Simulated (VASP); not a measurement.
# Be (Im-3m) in VASP: a series of runs

Be is run at these levels: PBE; tasks: single point.

All numbers are computed with VASP 6.6.1; they aren't measurements. Logs are shortened: lines on timing, memory, paths and dates and some standing lists are left out, and cuts for length are marked.

## 1. The cell of the first run

The structure is cubic, space group Im-3m (No. 229). The conventional cell has a = 2.501 Å, b = 2.501 Å, c = 2.501 Å, α = 90.00°, β = 90.00°, γ = 90.00°. Be (site symmetry m-3m) has 14 Be at 2.17 to 2.50 Å within 2.9 Å.

## 2. Single point, PBE

INCAR reads:

```
SYSTEM = Be
PREC = Accurate
ENCUT = 520
EDIFF = 1E-7
ISMEAR = -1
SIGMA = 0.1
LREAL = .False.
LASPH = .True.
NELM = 60
ALGO = Normal
ISIF = 2
LWAVE = .False.
LCHARG = .False.
GGA = PE
NBANDS = 7
```

KPOINTS reads:

```
Automatic mesh
0
Gamma
  29 29 29
  0 0 0
```

POSCAR reads:

```
Be
1.0
   -1.2507363485      1.2507363485      1.2507363485
    1.2507363485     -1.2507363485      1.2507363485
    1.2507363485      1.2507363485     -1.2507363485
Be
1
Direct
    0.0000000000      0.0000000000      0.0000000000
```

Potentials or basis: VASP PAW PBE potentials, release 64 (Be).

Command:

```console
> cat potpaw_PBE.64/Be/POTCAR > POTCAR
> mpirun -np 1 vasp_std > vasp.out
```

OUTCAR:

```text
SYSTEM = Be
   PREC = Accurate
   ENCUT = 520
   EDIFF = 1E-7
   ISMEAR = -1
   LREAL = .False.
   LASPH = .True.
   NELM = 60
   ISIF = 2
   GGA = PE

 ion  position               nearest neighbor table
   1  0.000  0.000  0.000-

  LATTYP: Found a body centered cubic cell.
 ALAT       =     2.5014726970

  Lattice vectors:

 A1 = (  -1.2507363485,   1.2507363485,   1.2507363485)
 A2 = (   1.2507363485,  -1.2507363485,   1.2507363485)
 A3 = (   1.2507363485,   1.2507363485,  -1.2507363485)

Analysis of symmetry for initial positions (statically):
=====================================================================
 Subroutine PRICEL returns:
 Original cell was already a primitive cell.

 Routine SETGRP: Setting up the symmetry group for a
 body centered cubic supercell.

 Subroutine GETGRP returns: Found 48 space group operations
 (whereof 48 operations were pure point group operations)
 out of a pool of 48 trial point group operations.

The static configuration has the point symmetry O_h .

Analysis of symmetry for dynamics (positions and initial velocities):
=====================================================================
 Subroutine PRICEL returns:
 Original cell was already a primitive cell.

 Routine SETGRP: Setting up the symmetry group for a
 body centered cubic supercell.

 Subroutine GETGRP returns: Found 48 space group operations
 (whereof 48 operations were pure point group operations)
 out of a pool of 48 trial point group operations.

The dynamic configuration has the point symmetry O_h .

 Subroutine INISYM returns: Found 48 space group operations
 (whereof 48 operations are pure point group operations),
 and found     1 'primitive' translations

----------------------------------------------------------------------------------------

                                     Primitive cell

  volume of cell :       7.8263

  direct lattice vectors                    reciprocal lattice vectors
    -1.250736349  1.250736349  1.250736349     0.000000000  0.399764507  0.399764507
     1.250736349 -1.250736349  1.250736349     0.399764507  0.000000000  0.399764507
     1.250736349  1.250736349 -1.250736349     0.399764507  0.399764507  0.000000000

  length of vectors
     2.166338902  2.166338902  2.166338902     0.565352388  0.565352388  0.565352388

  position of ions in fractional coordinates (direct lattice)
     0.000000000  0.000000000  0.000000000

  ion indices of the primitive-cell ions
   primitive index   ion index
                 1           1

----------------------------------------------------------------------------------------

 KPOINTS: Automatic mesh

Automatic generation of k-mesh.
 Grid dimensions read from file:
 generate k-points for:   29   29   29

 Generating k-lattice:

  Cartesian coordinates                     Fractional coordinates (reciprocal lattice)
     0.000000000  0.013784983  0.013784983     0.034482759  0.000000000  0.000000000
     0.013784983  0.000000000  0.013784983     0.000000000  0.034482759  0.000000000
     0.013784983  0.013784983  0.000000000     0.000000000  0.000000000  0.034482759

  Length of vectors
     0.019494910  0.019494910  0.019494910

  Shift w.r.t. Gamma in fractional coordinates (k-lattice)
     0.000000000  0.000000000  0.000000000

 Subroutine IBZKPT returns following result:
 ===========================================

 Found    680 irreducible k-points:

 Following reciprocal coordinates:
            Coordinates               Weight
  0.000000  0.000000  0.000000      1.000000
  0.034483  0.000000  0.000000     12.000000
  0.068966  0.000000  0.000000     12.000000
  0.103448  0.000000  0.000000     12.000000
  0.137931  0.000000  0.000000     12.000000
  0.172414  0.000000  0.000000     12.000000
[... 16 lines left out ...]
  0.275862  0.034483  0.000000     48.000000
  0.310345  0.034483  0.000000     48.000000
 [... further k-points ...]
   k-points           NKPTS =    680   k-points in BZ     NKDIM =    680   number of bands    NBANDS=      7
   number of dos      NEDOS =    301   number of ions     NIONS =      1
   total plane-waves  NPLWV =   4096
   dimension x,y,z NGX =    16 NGY =   16 NGZ =   16
   dimension x,y,z NGXF=    32 NGYF=   32 NGZF=   32
   ions per type =               1
   NGX,Y,Z   is equivalent  to a cutoff of  12.28, 12.28, 12.28 a.u.
   NGXF,Y,Z  is equivalent  to a cutoff of  24.56, 24.56, 24.56 a.u.
 SYSTEM =  Be
   PREC   = accura    normal or accurate (medium, high low for compatibility)
   ISTART =      0    job   : 0-new  1-cont  2-samecut
   ICHARG =      2    charge: 1-file 2-atom 10-const
   ISPIN  =      1    spin polarized calculation?
   LNONCOLLINEAR =      F non collinear calculations
   LSORBIT =      F    spin-orbit coupling
   LASPH  =      T    aspherical Exc in radial PAW
   ENCUT  =  520.0 eV  38.22 Ry    6.18 a.u.   4.03  4.03  4.03*2*pi/ulx,y,z
   NELM   =     60;   NELMIN=  2; NELMDL= -5     # of ELM steps
   EDIFF  = 0.1E-06   stopping-criterion for ELM
   LREAL  =      F    real-space projection
   EDIFFG = 0.1E-05   stopping-criterion for IOM
   NSW    =      0    number of steps for IOM
   IBRION =     -1    ionic relax: 0-MD 1-quasi-New 2-CG
   NFREE  =      0    steps in history (QN), initial steepest desc. (CG)
   ISIF   =      2    stress and relaxation
   ISYM   =      2    0-nonsym 1-usesym 2-fastsym
   POTIM  = 0.5000    time-step for ionic-motion
   TEBEG  =    0.0;   TEEND  =   0.0 temperature during run
   PSTRESS=    0.0 pullay stress
   NELECT =       2.0000    total number of electrons
   NUPDOWN=      -1.0000    fix difference up-down
   EMIN   =  10.00;   EMAX   =-10.00  energy-range for DOS
   EFERMI =   0.00;   METHOD = LEGACY
   ISMEAR =    -1;   SIGMA  =   0.10  broadening in eV -4-tet -1-fermi 0-gaus
   EFERMI_NEDOS =   21; number of points for ismear=-14 and -15
   IALGO  =     38    algorithm
   IMIX   =      4    mixing-type and parameters
     AMIX     =   0.40;   BMIX     =  1.00
     AMIX_MAG =   1.60;   BMIX_MAG =  1.00
  volume/ion in A,a.u.               =       7.83        52.81
  Fermi-wavevector in a.u.,A,eV,Ry     =   1.038881  1.963200 14.684405  1.079273
  Thomas-Fermi vector in A             =   2.173385
   LORBIT       =      0    0 simple, 1 ext, 2 COOP (PROOUT), +10 PAW based schemes
   GGA     = PE    functional components
   LHFCALC =     F    Hartree Fock is set to
   AEXX    =    0.0000 exact exchange contribution
   IVDW    =     0    specifies the selected vdW correction
   LEPSILON=     F    determine dielectric tensor
   LRPA    =     F    only Hartree local field effects (RPA)
 non-spin polarized calculation
  energy-cutoff  :      520.00
  volume of cell :        7.83
 maximum number of plane-waves:       236
   NGX =  7   NGY =  7   NGZ =  7

 number of electron       2.0000000 magnetization

 Free energy of the ion-electron system (eV)
  ---------------------------------------------------
  ext. energy  EPLUGINS =         0.00000000
  ---------------------------------------------------
  free energy    TOTEN  =        -3.66852991 eV

  energy without entropy =       -3.66356979  energy(sigma->0) =       -3.66604985

 E-fermi :   8.0006     XC(G=0): -10.6457

 val. band max:        7.9933003071   @ k =  -0.3793  -0.4138   0.1724
 cond. band min:       8.0264650747   @ k =  -0.3793  -0.4138   0.1379
 fundamental gap:      0.0331647676
 Fermi energy:         8.0006203401

 k-point     1 :       0.0000    0.0000    0.0000
  band No.  band energies     occupation
      1      -4.2994      2.00000
      2      27.4030      0.00000
      3      27.4030      0.00000
      4      27.4030      0.00000
      5      38.7826      0.00000
      6      38.7826      0.00000
      7      38.7826      0.00000

 k-point     2 :       0.0345    0.0000    0.0000
  band No.  band energies     occupation
      1      -4.2575      2.00000
      2      27.1979      0.00000
      3      27.2271      0.00000
      4      27.3536      0.00000
      5      38.1774      0.00000
      6      38.1978      0.00000
      7      39.0686      0.00000

 k-point     3 :       0.0690    0.0000    0.0000
  band No.  band energies     occupation
      1      -4.1320      2.00000
      2      26.5692      0.00000
      3      26.7479      0.00000
      4      27.2068      0.00000
      5      36.7315      0.00000
      6      37.0084      0.00000
      7      39.8780      0.00000

 k-point     4 :       0.1034    0.0000    0.0000
  band No.  band energies     occupation
      1      -3.9227      2.00000
      2      25.5078      0.00000
      3      26.0713      0.00000
      4      26.9680      0.00000
      5      35.3965      0.00000
      6      35.7697      0.00000
      7      39.3552      0.00000

 k-point     5 :       0.1379    0.0000    0.0000
  band No.  band energies     occupation
      1      -3.6297      2.00000
      2      24.0649      0.00000
      3      25.2983      0.00000
      4      26.6488      0.00000
      5      34.4546      0.00000
      6      34.5828      0.00000
      7      39.0374      0.00000
[... 161 lines left out ...]
 k-point    22 :       0.2414    0.0345    0.0000
  band No.  band energies     occupation
      1      -1.9183      2.00000
      2      17.6941      0.00000
      3      22.5109      0.00000
      4      24.9099      0.00000
      5      31.5425      0.00000
      6      33.4165      0.00000
      7      39.6481      0.00000

 k-point    23 :       0.2759    0.0345    0.0000
  band No.  band energies     occupation
      1      -1.2582      2.00000
      2      15.8531      0.00000
      3      21.8992      0.00000
      4      24.4703      0.00000
      5      30.8624      0.00000
      6      33.4849      0.00000
      7      40.2117      0.00000

 k-point    24 :       0.3103    0.0345    0.0000
  band No.  band energies     occupation
      1      -0.5270      2.00000
      2      14.0923      0.00000
      3      21.3713      0.00000
      4      24.0729      0.00000
      5      30.2816      0.00000
      6      33.6292      0.00000
      7      40.9051      0.00000

 [... further k-points ...]
[... 5 lines left out ...]
  --------------------------------------------------------------------------------------
  -------------------------------------------------------------------------------------
  Total        0.0038215      0.0038215      0.0038215     -0.0000000      0.0000000      0.0000000
  in kB        0.7823217      0.7823217      0.7823217     -0.0000000      0.0000000      0.0000000
  external PRESSURE =       0.7823217 kB  Pullay stress =       0.0000000 kB

 VOLUME and BASIS-vectors are now :
 -----------------------------------------------------------------------------
  energy-cutoff  :      520.00
  volume of cell :        7.83
      direct lattice vectors                 reciprocal lattice vectors
    -1.250736349  1.250736349  1.250736349     0.000000000  0.399764507  0.399764507
     1.250736349 -1.250736349  1.250736349     0.399764507  0.000000000  0.399764507
     1.250736349  1.250736349 -1.250736349     0.399764507  0.399764507  0.000000000

 POSITION                                       TOTAL-FORCE (eV/Angst)
 -----------------------------------------------------------------------------------
      0.00000      0.00000      0.00000        -0.000000     -0.000000      0.000000
 -----------------------------------------------------------------------------------
    total drift:                                0.000000      0.000000      0.000000

  FREE ENERGIE OF THE ION-ELECTRON SYSTEM (eV)
  ---------------------------------------------------
  free  energy   TOTEN  =        -3.6685299057 eV

  energy  without entropy=       -3.6635697877  energy(sigma->0) =       -3.66604985
```

It took 8.3 s on 1 thread of Intel Xeon Platinum 8488C (Sapphire Rapids), shared host; peak memory 0.13 GiB.

Results:

| Quantity | Value |
| --- | --- |
| Free energy | -3.6685 eV |
| Pressure | 0.1 GPa |
| Band gap on the k mesh | zero (band 1 reaches 11.68 eV, above the bottom of band 2 at 6.64 eV) |

Levels at points of the mesh, in eV from the Fermi level:
```tsv
k point	band 1	band 2	band 3	band 4
(0.00, 0.00, 0.00)	-12.30	19.40	19.40	19.40
```

## 3. Single point, PBE, non-collinear spin, zero start, spin-orbit coupling

INCAR reads:

```
ALGO = Normal ; EDIFF = 1E-7
ENCUT = 520 ; GGA = PE
GGA_COMPAT = False ; ISIF = 2
ISMEAR = -1 ; LASPH = True
LCHARG = True ; LNONCOLLINEAR = True
LORBIT = 11 ; LORBMOM = True
LREAL = False ; LSORBIT = True
LVHAR = True ; LWAVE = False
MAGMOM = 0 0 0 ; NBANDS = 13
NELM = 150 ; PREC = Accurate
SIGMA = 0.1
```

KPOINTS reads:

```
k-points
0
Gamma
  17 17 17
```

POSCAR is that of step 2.

Potentials or basis: VASP PAW PBE potentials, release 64 (Be).

Command:

```console
> cat potpaw_PBE.64/Be/POTCAR > POTCAR
> mpirun -np 1 vasp_ncl > vasp.out
```

Wall time 10 s (1 thread of Intel Xeon Platinum 8488C (Sapphire Rapids), shared host); peak memory 0.14 GiB.

It converged, with:

- Free energy: -3.6660 eV
- Pressure: 0.1 GPa
- Net moment: 0.00 μB per cell
- Valence electrons inside the program's atomic spheres: Be 1.17

Moments on the atoms (μB; x, y, z):
```
Be  0.00 0.00 0.00
```
